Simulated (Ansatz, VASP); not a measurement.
Two plane-wave programs on KBe7

```
K Be
1.0
     2.44168    0.00000    0.00000
     0.00000    2.89986    0.00000
     0.00000    0.00000   12.52335
K Be
1 7
Cartesian
  0.0000 0.0000 0.0000
  1.2208 1.4499 9.7991
  0.0000 0.0000 8.6693
  1.2208 1.4499 7.4858
  0.0000 0.0000 6.2617
  1.2208 1.4499 5.0376
  0.0000 0.0000 3.8540
  1.2208 1.4499 2.7243
```

Alike in both runs: task relaxation of cell and atoms; functional PBE; k mesh 8 × 6 × 2; occupations gaussian, width 0.1 eV; no spin polarisation.

```csv
,VASP,Ansatz
version,VASP 6.6.1,Ansatz 0.2.0
potentials or method,"VASP PAW PBE potentials, release 64 (K_sv, Be), cutoff 600 eV","scalar-relativistic, plane waves, PAW"
valence electrons in the cell,23,23
```

VASP gave:

```
gap on the k mesh at the Fermi level, each at its own relaxed structure (eV) : none
relaxed volume (Å³/atom)                                                     : 11.15
relaxed length of the cell vector where the two differ most in proportion (Å)              : 2.926
```

Task: What did Ansatz give for the same quantities?

Result: gap on the k mesh at the Fermi level, each at its own relaxed structure (eV): none; relaxed volume (Å³/atom): 11.38; relaxed length of the cell vector where the two differ most in proportion (Å): 3.213.

A gap of «none» marks a metal or a gap that the smearing closes. One of these differences is far larger than is usual between the two programs; its cause wasn't traced.

The k mesh is coarse, so the values compare programs but aren't converged.
